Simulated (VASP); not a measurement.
Wanted: the native input for a VASP 6.6.1 run.

* Task: single point
* Functional: PBE
* Potentials or basis: VASP PAW PBE potentials, release 64 (Be, Te)
* Cutoff: 520 eV
* k mesh: 8 × 8 × 8
* Occupations: gaussian, width 0.05 eV
* Spin: no spin polarisation
* Dipole correction: no
* Further INCAR settings: ALGO = Normal; EDIFF = 1e-06; NBANDS = 11

The structure of BeTe lies in POSCAR:

```
BeTe
1.0
    0.0000000000      2.7700000000      2.6869000000
    2.7700000000      0.0000000000      2.6869000000
    2.7700000000      2.7700000000      0.0000000000
Be Te
1 1
Direct
    0.0000000000      0.0000000000      0.0000000000
    0.7500000000      0.7500000000      0.7500000000
```

This cell differs from its parent crystal: strain +0.000 along x and y, -0.030 along z.

The input as run:

INCAR

```
SYSTEM = BeTe
PREC = Accurate ; ENCUT = 520
EDIFF = 1E-6 ; ISMEAR = 0
SIGMA = 0.05 ; LREAL = .FALSE.
LASPH = .TRUE. ; NELM = 100
ALGO = Normal ; ISIF = 2
LWAVE = .FALSE. ; LCHARG = .FALSE.
GGA = PE ; NBANDS = 11
```

KPOINTS

```
Automatic mesh
0
G
  8 8 8
  0 0 0
```

Potentials or basis: VASP PAW PBE potentials, release 64 (Be, Te).

Launch:

```bash
$ cat potpaw_PBE.64/Be/POTCAR potpaw_PBE.64/Te/POTCAR > POTCAR
$ mpirun -np 1 vasp_std > vasp.out
```

Results of the run:

```json
{
  "Pressure": "6.8 GPa",
  "Band gap on the k mesh": "1.50 eV, indirect (least direct gap 3.38 eV)"
}
```

Caveat: the cell differs from its parent crystal (strain +0.000 along x and y, -0.030 along z); spin-orbit coupling is left out, which moves the levels of the heavy elements.

Run time: 29 s on 1 thread of AMD EPYC 7R43 64-Core Processor (Zen 3), with other jobs on the host, peak memory 0.15 GiB.
